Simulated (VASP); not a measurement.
Input of a VASP 6.6.1 run:

Contents of INCAR:

```
  ALGO = Normal
  EDIFF = 1E-6
  ENCUT = 520
  GGA = PE
  ISIF = 2
  ISMEAR = -1
  LASPH = True
  LCHARG = False
  LREAL = False
  LWAVE = False
  NBANDS = 8
  NELM = 60
  PREC = Accurate
  SIGMA = 0.03
```

File KPOINTS:

```
k-points
0
Gamma
  6 6 6
```

The input POSCAR:

```
Al
1.0
    0.0000000000      2.0248050000      2.0248050000
    2.0248050000      0.0000000000      2.0248050000
    2.0248050000      2.0248050000      0.0000000000
Al
1
Direct
    0.0000000000      0.0000000000      0.0000000000
```

Potentials or basis: VASP PAW PBE potentials, release 64 (Al).

The run is started by

```sh
$ cat potpaw_PBE.64/Al/POTCAR > POTCAR
$ mpirun -np 1 vasp_std > vasp.out
```

Q: Predict the pressure.

A: 0.0 GPa.

Caveat: the k points lie up to 0.45 Å⁻¹ apart.
